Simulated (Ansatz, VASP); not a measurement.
**Two plane-wave programs on Fe**

File POSCAR:

```
Fe
1.0
    0.0000000000      1.8505252650      1.8505252650
    1.8505252650      0.0000000000      1.8505252650
    1.8505252650      1.8505252650      0.0000000000
Fe
1
Direct
    0.0000000000      0.0000000000      0.0000000000
```

File INCAR.step1:

```
SYSTEM = Fe
PREC = Accurate ; ENCUT = 520
ISMEAR = -1 ; SIGMA = 0.05
LREAL = .FALSE. ; LASPH = .TRUE.
NELM = 150 ; ISPIN = 2
MAGMOM = 2.936 ; LMAXMIX = 4
NBANDS = 14 ; GGA = PE
ALGO = Normal ; EDIFF = 1E-4
LWAVE = .TRUE. ; LCHARG = .FALSE.
```

Contents of INCAR.step2:

```
SYSTEM = Fe
PREC = Accurate ; ENCUT = 520
EDIFF = 1E-7 ; ISMEAR = -1
SIGMA = 0.05 ; LREAL = .FALSE.
LASPH = .TRUE. ; NELM = 150
ALGO = Normal ; ISIF = 2
LWAVE = .FALSE. ; LCHARG = .FALSE.
ISPIN = 2 ; MAGMOM = 2.936
LORBIT = 11 ; LMAXMIX = 4
METAGGA = R2SCAN ; LMIXTAU = .TRUE.
NBANDS = 14 ; ISTART = 1
```

KPOINTS

```
Automatic mesh
0
G
  17 17 17
  0 0 0
```

Input for Ansatz:

```yaml
crystal:
  lattice:
    - [0.0, 1.850525265, 1.850525265]
    - [1.850525265, 0.0, 1.850525265]
    - [1.850525265, 1.850525265, 0.0]
  atoms:
    - { symbol: Fe, position: [0.0, 0.0, 0.0], spin: 2.936 }
hamiltonian:
  xc: r2scan
  pseudopotentials:
    kind: paw
    azcp:
      Fe: "pseudopotentials/Fe.paw.azcp"
basis:
  ecutwfc: 500
  fft_grid_basis: typed
kpoints:
  mp_grid: { grid: [17, 17, 17], shift: [0, 0, 0] }
magnetization:
  spin_polarized: true
scf:
  occupations: { method: fermi_dirac, width: 0.05 }
  lower_state_search: "off"
output:
  stress: true
```

Alike in both runs: task single point; functional r2SCAN; k mesh 17 × 17 × 17; occupations fermi-dirac, width 0.05 eV; collinear spin.

|  | VASP | Ansatz |
| --- | --- | --- |
| version | VASP 6.6.1 | Ansatz 0.2.0 |
| potentials or method | VASP PAW PBE potentials, release 64 (Fe), cutoff 520 eV | plane waves (500 eV) with PAW, scalar-relativistic |
| valence electrons in the cell | 8 | 16 |

```csv
,VASP,Ansatz,Ansatz less VASP
pressure (GPa),-6.4,-6.0,+0.41
net moment per atom (μB),2.87,2.88,+0.006
size of the moment on the site where the two differ most (μB),2.93,3.00,+0.066
```

VASP's potentials were made for PBE, not for r2SCAN. Site moments also hang on the region over which each program counts them. VASP's potentials hold 8 valence electrons a cell and Ansatz's 16, so a difference there can come from the potentials and not from the codes. Ansatz's warnings: stability check not made.
